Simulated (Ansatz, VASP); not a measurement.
## Ta in VASP and in Ansatz

INCAR

```
SYSTEM = Ta
ALGO = Normal
EDIFF = 1E-8
ENCUT = 520
GGA = PE
GGA_COMPAT = .FALSE.
ISIF = 2
ISMEAR = -1
LASPH = .TRUE.
LCHARG = .FALSE.
LEFG = .TRUE.
LMAXMIX = 4
LNONCOLLINEAR = .TRUE.
LORBIT = 11
LORBMOM = .TRUE.
LREAL = .FALSE.
LSORBIT = .TRUE.
LWAVE = .FALSE.
MAGMOM = 0 0 0
NBANDS = 22
NELM = 150
PREC = Accurate
SIGMA = 0.08
```

File KPOINTS:

```
k-points
0
G
  16 16 16
  0 0 0
```

File POSCAR:

```
Ta
1.0
   -1.6604479037      1.6604479037      1.6604479037
    1.6604479037     -1.6604479037      1.6604479037
    1.6604479037      1.6604479037     -1.6604479037
Ta
1
Direct
    0.0000000000      0.0000000000      0.0000000000
```

Input for Ansatz:

```yaml
crystal:
  lattice:
    - [-1.6604479037, 1.6604479037, 1.6604479037]
    - [1.6604479037, -1.6604479037, 1.6604479037]
    - [1.6604479037, 1.6604479037, -1.6604479037]
  atoms:
    - { symbol: Ta, position: [0.0, 0.0, 0.0] }
kpoints:
  mp_grid: { grid: [16, 16, 16] }
  band_path:
    path:
      - [0.0, 0.0, 0.0]
      - [0.5, -0.5, 0.5]
      - [0.0, 0.0, 0.5]
      - [0.0, 0.0, 0.0]
      - [0.25, 0.25, 0.25]
      - [0.5, -0.5, 0.5]
      - [0.25, 0.25, 0.25]
      - [0.0, 0.0, 0.5]
    npoints: 5
scf:
  occupations: { method: fermi_dirac, width: 0.08 }
hamiltonian:
  xc: pbe
  pseudopotentials: { kind: paw_fr }
output:
  forces: true
  stress: true
  eigenvalues: true
  efg: { contact_densities: true }
magnetization:
  noncollinear: true
  spin_orbit: true
```

Alike in both runs: task electric field gradients; functional PBE; k mesh 16 × 16 × 16; occupations fermi-dirac, width 0.08 eV; non-collinear spin, spin-orbit coupling.

|  | VASP | Ansatz |
| --- | --- | --- |
| version | VASP 6.6.1 | Ansatz 0.2.0 |
| potentials or method | VASP PAW PBE potentials, release 64 (Ta_pv) | PAW with Ansatz's default frozen-core files, fully relativistic files with spin-orbit coupling |
| plane-wave cutoff (eV) | 520 | 420 |
| valence electrons in the cell | 11 | 13 |

```tsv
	VASP	Ansatz	Ansatz less VASP
pressure (GPa)	-0.1	0.0	+0.09
net moment per atom (μB)	0.00	0.00	0.000
```

VASP's potentials hold 11 valence electrons a cell and Ansatz's 13, so a difference there can come from the potentials and not from the codes.
